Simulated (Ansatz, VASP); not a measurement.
# GePt in VASP and in Ansatz

INCAR

```
SYSTEM = GePt
  ALGO = Normal
  EDIFF = 1E-7
  EDIFFG = -0.04
  ENCUT = 600
  GGA = PE
  IBRION = 2
  ISIF = 3
  ISMEAR = 0
  LASPH = .True.
  LCHARG = .False.
  LREAL = .False.
  LWAVE = .False.
  NELM = 100
  NSW = 90
  PREC = Accurate
  SIGMA = 0.1
```

Contents of KPOINTS:

```
k-points
0
Gamma
  6 6 6
  0 0 0
```

File POSCAR:

```
GePt
1.0
    0.0000000000      2.5787679100      2.5787679100
    2.5787679100      0.0000000000      2.5787679100
    2.5787679100      2.5787679100      0.0000000000
Ge Pt
1 1
Direct
    0.5000000000      0.5000000000      0.5000000000
    0.0000000000      0.0000000000      0.0000000000
```

Input for Ansatz:

```yaml
crystal:
  lattice:
    - [0.0, 2.57876791, 2.57876791]
    - [2.57876791, 0.0, 2.57876791]
    - [2.57876791, 2.57876791, 0.0]
  atoms:
    - { symbol: Ge, position: [0.5, 0.5, 0.5] }
    - { symbol: Pt, position: [0.0, 0.0, 0.0] }
basis:
  ecutwfc: 420
kpoints:
  mp_grid: { grid: [6, 6, 6] }
hamiltonian:
  xc: pbe
scf:
  occupations: { method: gaussian, width: 0.1 }
  lower_state_search: "off"
output:
  forces: true
  stress: true
  eigenvalues: true
relax:
  adjacent_minimum: "off"
  f_tol: 0.04
  max_steps: 70
  cell: { stress_tol: 0.4 }
```

Change from the starting cell: species swapped into the PbSe type (Fm-3m, No. 225).

Alike in both runs: task relaxation of cell and atoms; functional PBE; k mesh 6 × 6 × 6; occupations gaussian, width 0.1 eV; no spin polarisation.

|  | VASP | Ansatz |
| --- | --- | --- |
| version | VASP 6.6.1 | Ansatz 0.2.0 |
| potentials or method | VASP PAW PBE potentials, release 64 (Ge_d, Pt), cutoff 600 eV | scalar-relativistic, plane waves, PAW |
| valence electrons in the cell | 24 | 32 |

```tsv
	VASP	Ansatz	Ansatz less VASP
gap on the k mesh at the Fermi level, each at its own relaxed structure (eV)	none	none	-
relaxed volume (Å³/atom)	17.67	17.67	+0.003
relaxed cell length with the largest relative difference (Å)	3.683	3.684	+0.0002
```

A gap of «none» marks a metal or a gap that the smearing closes. VASP's potentials hold 24 valence electrons a cell and Ansatz's 32, so a difference there can come from the potentials and not from the codes.

Neither program's run includes spin-orbit coupling.
